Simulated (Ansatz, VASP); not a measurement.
Two plane-wave programs on EuS2

```
Eu S
1.0
     0.00000    3.35890    3.35890
     3.35890    0.00000    3.35890
     3.35890    3.35890    0.00000
Eu S
1 2
Direct
  0.00000 0.00000 0.00000
  0.25000 0.25000 0.25000
  0.75000 0.75000 0.75000
```

Alike in both runs: task single point; functional PBE; k mesh 8 × 8 × 8; occupations gaussian, width 0.05 eV; no spin polarisation; Hubbard terms Eu f U = 6.0 eV.

|  | VASP | Ansatz |
| --- | --- | --- |
| version | VASP 6.6.1 | Ansatz 0.2.0 |
| potentials or method | VASP PAW PBE potentials, release 64 (Eu, S), cutoff 520 eV | scalar-relativistic, plane waves, PAW |
| valence electrons in the cell | 29 | 29 |

VASP gave:

- gap on the k mesh at the Fermi level (eV): none
- pressure (GPa): -2.6

Problem. Which values does Ansatz return?

Solution. gap on the k mesh at the Fermi level (eV): none; pressure (GPa): -3.0.

The programs project onto different local orbitals, so the same U acts differently, and such runs can settle in different states. A gap of «none» marks a metal or a gap that the smearing closes. Ansatz's warnings: filled band counts differ across k points.

Spin-orbit coupling is off throughout.
